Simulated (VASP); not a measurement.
Write the native input for VASP 6.6.1 that does the following.

```yaml
Task: single point
Functional: PBE
Potentials_or_basis: VASP PAW PBE potentials, release 64 (Zn, S)
Cutoff: 520 eV
k_mesh: 12 × 12 × 6
Occupations: gaussian, width 0.02 eV
Spin: no spin polarisation
Dipole_correction: no
Further_INCAR_settings: ALGO = Normal; EDIFF = 1e-06; NBANDS = 26
```

The structure of ZnS lies in POSCAR:

```
ZnS
1.0
    3.7219818732      0.0000000000      0.0000000000
   -1.8609909366      3.2233308547      0.0000000000
    0.0000000000      0.0000000000      6.1249843102
Zn S
2 2
Direct
    0.3333333333      0.6666666667      0.0058843266
    0.6666666667      0.3333333333      0.5058843266
    0.3333333333      0.6666666667      0.3791156734
    0.6666666667      0.3333333333      0.8791156734
```

The input as run:

INCAR

```
PREC = Accurate ; ENCUT = 520
EDIFF = 1E-6 ; ISMEAR = 0
SIGMA = 0.02 ; LREAL = F
LASPH = T ; NELM = 100
ALGO = Normal ; ISIF = 2
LWAVE = F ; LCHARG = F
GGA = PE ; NBANDS = 26
```

KPOINTS

```
Automatic mesh
0
Gamma
  12 12 6
```

Potentials or basis: VASP PAW PBE potentials, release 64 (Zn, S).

Command:

```console
$ cat potpaw_PBE.64/Zn/POTCAR potpaw_PBE.64/S/POTCAR > POTCAR
$ mpirun -np 1 vasp_std > vasp.out
```

It gave:

| Quantity | Value |
| --- | --- |
| Pressure | 8.2 GPa |
| Band gap on the k mesh | 2.50 eV |

Caveat: the cell stands under pressure.

Run time: 68 s on 1 thread of AMD EPYC 9R45 96-Core Processor (Zen 5), on a shared host, peak memory 0.23 GiB.
